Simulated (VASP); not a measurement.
Cu3N, 4 atoms in the cell. The structure is cubic, space group Pm-3m (No. 221). Conventional cell: a = 3.723 Å, b = 3.723 Å, c = 3.723 Å, α = 90.00°, β = 90.00°, γ = 90.00°. Within 2.5 Å of Cu (site symmetry 4/mmm) lie 2 N at 1.86 Å. Within 2.5 Å of N (site symmetry m-3m) lie 6 Cu at 1.86 Å. 

* Program: VASP 6.6.1
* Task: single point
* Functional: r2SCAN
* Dispersion: D4
* Potentials or basis: VASP PAW PBE potentials, release 64 (Cu, N)
* Cutoff: 660 eV
* k mesh: 8 × 8 × 8
* Occupations: gaussian, width 0.05 eV
* Spin: no spin polarisation
* Dipole correction: no
* Further INCAR settings: ALGO = Normal; EDIFF = 1e-06; NBANDS = 27

Potentials or basis: VASP PAW PBE potentials, release 64 (Cu, N).

Run with:

```console
$ cat potpaw_PBE.64/Cu/POTCAR potpaw_PBE.64/N/POTCAR > POTCAR
$ cp INCAR.step1 INCAR
$ mpirun -np 1 vasp_std > vasp.out
$ cp INCAR.step2 INCAR
$ mpirun -np 1 vasp_std > vasp.out
```

Hardware: 1 thread of Oxide Virtual Turin-like Processor, on a shared host.

**Question.** Estimate the wall time of this run.

**Answer.** It took 5 min on 1 thread of Oxide Virtual Turin-like Processor, on a shared host, peak memory 0.18 GiB. Counts: k points 35.
